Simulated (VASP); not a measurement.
Write the native input for VASP 6.6.1 that does the following.

| Item | Value |
| --- | --- |
| Task | relaxation of cell and atoms |
| Functional | PBE |
| Dispersion | D3(BJ) |
| Potentials or basis | VASP PAW PBE potentials, release 64 (Hf_pv, B) |
| Cutoff | 600 eV |
| k mesh | 12 × 12 × 10 |
| Occupations | fermi-dirac, width 0.1 eV |
| Spin | no spin polarisation |
| Dipole correction | no |
| Further INCAR settings | ALGO = Normal; EDIFF = 1e-06; IBRION = 2; EDIFFG = -0.005; NSW = 60; ISIF = 3 |

The structure of HfB2 lies in POSCAR:

```
HfB2
1.0
    3.1400000000      0.0000000000      0.0000000000
   -1.5700000000      2.7193200000      0.0000000000
    0.0000000000      0.0000000000      3.4800000000
Hf B
1 2
Direct
    0.0000000000      0.0000000000      0.0000000000
    0.3333333333      0.6666666667      0.5000000000
    0.6666666667      0.3333333333      0.5000000000
```

One way to write it, as run:

INCAR

```
PREC = Accurate
ENCUT = 600
EDIFF = 1E-6
ISMEAR = -1
SIGMA = 0.1
LREAL = False
LASPH = True
NELM = 80
ALGO = Normal
ISIF = 3
LWAVE = False
LCHARG = False
GGA = PE
IVDW = 12
IBRION = 2
NSW = 60
EDIFFG = -0.005
```

KPOINTS

```
regular mesh
0
Gamma
  12 12 10
```

Potentials or basis: VASP PAW PBE potentials, release 64 (Hf_pv, B).

Command:

```sh
$ cat potpaw_PBE.64/Hf_pv/POTCAR potpaw_PBE.64/B/POTCAR > POTCAR
$ mpirun -np 1 vasp_std > vasp.out
```

Results of the run:

* Relaxed volume: 9.71 Å³/atom
* Relaxed cell: a = 3.119 Å, b = 3.119 Å, c = 3.457 Å, α = 90.00°, β = 90.00°, γ = 120.00°
* Space group after relaxing (to 0.1 Å): P6/mmm (No. 191)
* Energy gained by relaxing: 3.1 meV/atom
* Ionic steps: 8
* Pressure after relaxing: 0.1 GPa
* Band gap on the k mesh: zero (bands 8 and 9 overlap by 1.34 eV)
* Dispersion energy per atom: -0.369 eV

Caveat: spin-orbit coupling is left out, which moves the levels of the heavy elements.

It took 3.4 min on 1 thread of AMD EPYC 7R43 64-Core Processor (Zen 3), with other jobs on the host, peak memory 0.18 GiB.
